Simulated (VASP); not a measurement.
A run of VASP 6.6.1 is set up as follows.

INCAR

```
ALGO     = Normal         # electronic algorithm
EDIFF    = 1E-6           # SCF threshold, eV
ENCUT    = 520            # plane-wave cutoff, eV
GGA      = PE             # functional
ISIF     = 2              # what is computed and relaxed
ISMEAR   = -1             # smearing method
LASPH    = True           # aspherical terms in the spheres
LCHARG   = False          # write CHGCAR
LREAL    = False          # projectors in reciprocal space
LWAVE    = False          # write WAVECAR
NBANDS   = 7              # bands
NELM     = 60             # most SCF steps
PREC     = Accurate       # precision mode
SIGMA    = 0.08           # smearing width, eV
```

File KPOINTS:

```
k-points
0
Gamma
  16 16 16
```

File POSCAR:

```
Mg
1.0
    0.0000000000      1.6663180056      1.6663180056
    1.6663180056      0.0000000000      1.6663180056
    1.6663180056      1.6663180056      0.0000000000
Mg
1
Direct
    0.0000000000      0.0000000000      0.0000000000
```

Potentials or basis: VASP PAW PBE potentials, release 64 (Mg).

The run is started by

```console
$ cat potpaw_PBE.64/Mg/POTCAR > POTCAR
$ mpirun -np 1 vasp_std > vasp.out
```

Question: What does it give for the pressure?

Answer: 189.8 GPa.

Question: What does it give for the band gap on the k mesh?

Answer: Zero (band 1 reaches 11.27 eV, above the bottom of band 2 at 8.47 eV).
